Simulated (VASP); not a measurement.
Input of a VASP 6.6.1 run:

Contents of POSCAR:

```
BP
1.0
    0.0000000000      2.3987436943      2.2683155501
    2.3987436943      0.0000000000      2.2683155501
    2.3987436943      2.3987436943      0.0000000000
B P
1 1
Direct
    0.0000000000      0.0000000000      0.0000000000
    0.2500000000      0.2500000000      0.2500000000
```

File INCAR.step1:

```
SYSTEM = BP
PREC = Accurate ; ENCUT = 520
EDIFF = 1E-5 ; ISMEAR = 0
SIGMA = 0.01 ; LREAL = .False.
LASPH = .True. ; NELM = 100
ALGO = Normal ; ISIF = 2
LWAVE = .True. ; LCHARG = .False.
GGA = PE ; NBANDS = 11
```

INCAR.step2

```
SYSTEM = BP
PREC = Accurate ; ENCUT = 520
EDIFF = 1E-7 ; ISMEAR = 0
SIGMA = 0.01 ; LREAL = .False.
LASPH = .True. ; NELM = 100
ALGO = Normal ; ISIF = 2
LWAVE = .False. ; LCHARG = .False.
GGA = PE ; LHFCALC = .True.
HFSCREEN = 0.2079 ; PRECFOCK = Normal
ISTART = 1 ; NBANDS = 11
```

Contents of KPOINTS:

```
Automatic mesh
0
Gamma
  6 6 6
  0 0 0
```

Potentials or basis: VASP PAW PBE potentials, release 64 (B, P).

The run is started by

```sh
$ cat potpaw_PBE.64/B/POTCAR potpaw_PBE.64/P/POTCAR > POTCAR
$ cp INCAR.step1 INCAR
$ mpirun -np 1 vasp_std > vasp.out
$ cp INCAR.step2 INCAR
$ mpirun -np 1 vasp_std > vasp.out
```

Question: What does it give for the pressure?

Answer: -17.1 GPa.

Question: Predict the band gap on the k mesh.

Answer: 1.42 eV, indirect (least direct gap 3.64 eV).

Stress tensor (GPa, compression positive):
```
-21.54   0.00   0.00
  0.00 -21.54   0.00
  0.00   0.00  -8.12
```

Caveat: the cell differs from its parent crystal (biaxial xy strain +5.8%); the PAW data sets were made with another functional, which shifts forces and pressure a little. A k mesh can miss the band edges.
